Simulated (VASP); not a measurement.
# H4C in VASP: notebook, part 2 of 2

VASP 6.6.1. Earlier steps stand in the parts before.

## (3) Relaxation of the atoms, PBE+D3(BJ)

Contents of INCAR:

```
SYSTEM = H4C
PREC = Accurate ; ENCUT = 520
EDIFF = 1E-7 ; ISMEAR = -1
SIGMA = 0.05 ; LREAL = Auto
LASPH = .True. ; NELM = 80
ALGO = Normal ; ISIF = 2
LWAVE = .False. ; LCHARG = .False.
GGA = PE ; IVDW = 12
IBRION = 2 ; NSW = 35
EDIFFG = -0.3
```

Contents of KPOINTS:

```
regular mesh
0
Gamma
  1 1 1
  0 0 0
```

Contents of POSCAR:

```
H4C
1.0
    7.9581140000      0.0000000000      0.0000000000
    0.0000000000      7.9581140000      0.0000000000
    0.0000000000      0.0000000000      7.9581140000
C H
8 32
Direct
    0.6918434000      0.7628243000      0.6870353000
    0.4445046000      0.4614096000      0.0607537000
    0.9691290000      0.1406966000      0.1351402000
    0.8319789000      0.1438829000      0.6303872000
    0.1587194000      0.3026367000      0.7541594000
    0.2399005000      0.8476939000      0.4041989000
    0.6030397000      0.4500558000      0.4375244000
    0.6882811000      0.9240386000      0.3247417000
    0.7962705000      0.8498279000      0.7035815000
    0.6828720000      0.6809586000      0.7964244000
    0.7128777000      0.6870668000      0.5749335000
    0.5753532000      0.8334437000      0.6732017000
    0.5555197000      0.5334218000      0.0255638000
    0.4357262000      0.4548550000      0.1972397000
    0.4540919000      0.3348010000      0.0095016000
    0.3326807000      0.5225607000      0.0107097000
    0.8940141000      0.1949787000      0.2359353000
    1.1021012000      0.1556892000      0.1641584000
    0.9406051000      0.2046167000      0.0174582000
    0.9397956000      0.0075020000      0.1230090000
    0.8716441000      0.2685538000      0.6707888000
    0.7715043000      0.0791589000      0.7348001000
    0.9412545000      0.0722616000      0.5894277000
    0.7435127000      0.1555573000      0.5265321000
    0.1337222000      0.3623853000      0.8747980000
    0.1342680000      0.1682610000      0.7638418000
    0.2896336000      0.3228243000      0.7194842000
    0.0772537000      0.3570763000      0.6585136000
    0.3320118000      0.9242889000      0.4705100000
    0.1847719000      0.7572649000      0.4909852000
    0.3013792000      0.7809291000      0.3016744000
    0.1414392000      0.9282928000      0.3536259000
    0.7086303000      0.4742269000      0.5212791000
    0.5074631000      0.5464257000      0.4555909000
    0.5497445000      0.3270898000      0.4655852000
    0.6463211000      0.4524810000      0.3076427000
    0.7436088000      0.9086610000      0.4490430000
    0.5779004000      0.8437773000      0.3136670000
    0.7799849000      0.8889542000      0.2293062000
    0.6516303000      1.0547622000      0.3069507000
```

Potentials or basis: VASP PAW PBE potentials, release 64 (C, H).

Command:

```
cat potpaw_PBE.64/C/POTCAR potpaw_PBE.64/H/POTCAR > POTCAR
mpirun -np 1 vasp_gam > vasp.out
```

OUTCAR:

```text
SYSTEM = H4C
   PREC = Accurate
   ENCUT = 520
   EDIFF = 1E-7
   ISMEAR = -1
   LREAL = Auto
   LASPH = .True.
   NELM = 80
   ISIF = 2
   GGA = PE
   IVDW = 12
   IBRION = 2
   NSW = 35
   EDIFFG = -0.3
 IVDW          = 12

 ion  position               nearest neighbor table
   1  0.692  0.763  0.687-   9 1.09  12 1.09  10 1.09  11 1.09
   2  0.445  0.461  0.061-  15 1.09  13 1.09  16 1.09  14 1.09
   3  0.969  0.141  0.135-  20 1.09  18 1.09  19 1.09  17 1.09
   4  0.832  0.144  0.630-  22 1.09  24 1.09  23 1.09  21 1.09
   5  0.159  0.303  0.754-  25 1.09  27 1.09  26 1.09  28 1.09
   6  0.240  0.848  0.404-  30 1.09  32 1.09  31 1.09  29 1.09
   7  0.603  0.450  0.438-  36 1.09  35 1.09  34 1.09  33 1.09
   8  0.688  0.924  0.325-  38 1.09  39 1.09  37 1.09  40 1.09
   9  0.796  0.850  0.704-   1 1.09
  10  0.683  0.681  0.796-   1 1.09
  11  0.713  0.687  0.575-   1 1.09
  12  0.575  0.833  0.673-   1 1.09
  13  0.556  0.533  0.026-   2 1.09
  14  0.436  0.455  0.197-   2 1.09
[... 24 lines left out ...]
  39  0.780  0.889  0.229-   8 1.09
  40  0.652  0.055  0.307-   8 1.09

  LATTYP: Found a simple cubic cell.
 ALAT       =     7.9581140000

  Lattice vectors:

 A1 = (   7.9581140000,   0.0000000000,   0.0000000000)
 A2 = (   0.0000000000,   7.9581140000,   0.0000000000)
 A3 = (   0.0000000000,   0.0000000000,   7.9581140000)

Analysis of symmetry for initial positions (statically):
=====================================================================
 Subroutine PRICEL returns:
[... 208 lines left out ...]
  energy-cutoff  :      520.00
  volume of cell :      504.00
 maximum number of plane-waves:      6759
 NGX is ok and might be reduce to    60
   NGX = 29   NGY = 29   NGZ = 29

--------------------------------------- Ionic step        1  -------------------------------------------

 number of electron      64.0000000 magnetization

 Free energy of the ion-electron system (eV)
  ---------------------------------------------------
  ext. energy  EPLUGINS =         0.00000000
  ---------------------------------------------------
  free energy    TOTEN  =      -190.99245704 eV

  energy without entropy =     -190.99245704  energy(sigma->0) =     -190.99245704

------------------------ aborting loop because EDIFF is reached ----------------------------------------

 Edisp (eV)   -1.11194

 E8    (eV) :    -0.2372
[... 225 lines left out ...]
--------------------------------------- Ionic step        4  -------------------------------------------

 number of electron      64.0000000 magnetization

 Free energy of the ion-electron system (eV)
  ---------------------------------------------------
  ext. energy  EPLUGINS =         0.00000000
  ---------------------------------------------------
  free energy    TOTEN  =      -191.06015723 eV

  energy without entropy =     -191.06015723  energy(sigma->0) =     -191.06015723

 E-fermi :  -4.9264     XC(G=0):  -5.4003

 val. band max:       -6.1644414455   @ k =   0.0000   0.0000   0.0000
 cond. band min:       0.5475713071   @ k =   0.0000   0.0000   0.0000
 fundamental gap:      6.7120127527
 Fermi energy:        -4.9263824281

 k-point     1 :       0.0000    0.0000    0.0000
  band No.  band energies     occupation
      1     -15.6015      2.00000
      2     -15.1662      2.00000
      3     -15.0887      2.00000
      4     -15.0195      2.00000
      5     -14.8923      2.00000
      6     -14.7597      2.00000
[... 36 lines left out ...]
     43       3.8563      0.00000
     44       3.9483      0.00000
 [bands above 44 left out]

------------------------ aborting loop because EDIFF is reached ----------------------------------------

 Edisp (eV)   -1.11129

 E8    (eV) :    -0.2370
[... 63 lines left out ...]
  FREE ENERGIE OF THE ION-ELECTRON SYSTEM (eV)
  ---------------------------------------------------
  free  energy   TOTEN  =      -192.1714464664 eV

  energy  without entropy=     -192.1714464664  energy(sigma->0) =     -192.17144647

 reached required accuracy - stopping structural energy minimisation
```

It took 8.2 min on 1 thread of AMD EPYC 7R13 (Zen 3), shared host; peak memory 0.47 GiB.

What came out:

- Free energy: -192.1714 eV
- Energy gained by relaxing: 1.7 meV/atom
- Ionic steps: 4
- Pressure after relaxing: 1.1 GPa
- Largest force after relaxing: 0.274 eV/Å
- Band gap on the k mesh: 6.71 eV
- Dispersion energy per atom: -0.028 eV

Forces in eV/Å, atoms in the order of the input:
```
C   -0.173  0.094  0.149
C    0.054  0.015 -0.171
C    0.060  0.029  0.022
C    0.141 -0.168  0.033
C    0.067 -0.008  0.028
C    0.011 -0.048  0.011
C   -0.107 -0.017  0.010
C   -0.119  0.111 -0.160
H    0.045 -0.093  0.174
H   -0.039 -0.135  0.155
H    0.026 -0.001  0.094
H    0.157 -0.110  0.119
H   -0.158 -0.079  0.057
H   -0.144  0.005 -0.103
H   -0.037  0.105 -0.003
H    0.023 -0.002 -0.090
H    0.110 -0.037 -0.083
H   -0.001  0.090 -0.064
H    0.020  0.041  0.013
H    0.137  0.178 -0.063
H   -0.082  0.201  0.052
H   -0.073  0.102  0.076
H   -0.196  0.172  0.084
H   -0.141  0.037 -0.037
H    0.093  0.002 -0.088
H    0.128  0.211 -0.022
H    0.155  0.057  0.051
H    0.257  0.039  0.018
H   -0.106 -0.078 -0.050
H    0.034  0.071 -0.060
H   -0.104  0.074  0.134
H    0.060 -0.072  0.061
H   -0.029 -0.174  0.062
H    0.138 -0.126 -0.025
H   -0.044  0.004 -0.047
H    0.093 -0.039  0.100
H    0.001 -0.020 -0.104
H   -0.148 -0.132 -0.042
H   -0.064 -0.135 -0.151
H   -0.044 -0.163 -0.140
```

Stress tensor (GPa, compression positive):
```
0.96 0.86 0.53
0.86 1.07 0.02
0.53 0.02 1.21
```

Step by step:
| step | energy change (eV) | largest force (eV/Å) | pressure (GPa) |
| --- | --- | --- | --- |
| 1 | 0.0000 | 0.4827 | 1.65 |
| 2 | -0.0188 | 1.0456 | 1.16 |
| 3 | -0.0297 | 0.4762 | 1.34 |
| 4 | -0.0671 | 0.2738 | 1.08 |

Final structure:
```
C H
1.0
     7.95811    0.00000    0.00000
     0.00000    7.95811    0.00000
     0.00000    0.00000    7.95811
C H
8 32
Direct
  0.69216 0.76171 0.68945
  0.44362 0.46145 0.06011
  0.97004 0.14195 0.13468
  0.83074 0.14525 0.63084
  0.16096 0.30356 0.75413
  0.23954 0.84768 0.40458
  0.60329 0.44918 0.43773
  0.68699 0.92267 0.32325
  0.79672 0.84869 0.70457
  0.68253 0.67925 0.79832
  0.71299 0.68835 0.57643
  0.57491 0.83361 0.67334
  0.55634 0.53414 0.02551
  0.43420 0.45487 0.19659
  0.45403 0.33367 0.00886
  0.33168 0.52329 0.00958
  0.89385 0.19509 0.23663
  0.10385 0.15642 0.16402
  0.94034 0.20520 0.01642
  0.94078 0.00789 0.12219
  0.87013 0.26896 0.67098
  0.77087 0.08039 0.73561
  0.94125 0.07259 0.58926
  0.74331 0.15575 0.52725
  0.13388 0.36289 0.87549
  0.13464 0.16823 0.76393
  0.29214 0.32361 0.71940
  0.07899 0.35786 0.65787
  0.33272 0.92494 0.47111
  0.18407 0.75616 0.49201
  0.30165 0.78035 0.30085
  0.14058 0.92885 0.35332
  0.70883 0.47233 0.52189
  0.50704 0.54686 0.45557
  0.54884 0.32597 0.46566
  0.64786 0.45236 0.30782
  0.74339 0.90883 0.44656
  0.57682 0.84268 0.31346
  0.77924 0.88789 0.22876
  0.65116 0.05477 0.30570
```

Levels at points of the mesh, in eV from the valence-band top:
| k point | band 29 | band 30 | band 31 | band 32 | band 33 | band 34 | band 35 | band 36 |
| --- | --- | --- | --- | --- | --- | --- | --- | --- |
| (0.00, 0.00, 0.00) | -0.35 | -0.27 | -0.19 | 0.00 | 6.71 | 8.60 | 8.65 | 8.79 |

Caveat: the k points lie up to 0.79 Å⁻¹ apart; the relaxation stopped at a loose force limit of 0.3 eV/Å, so its end isn't a converged minimum.
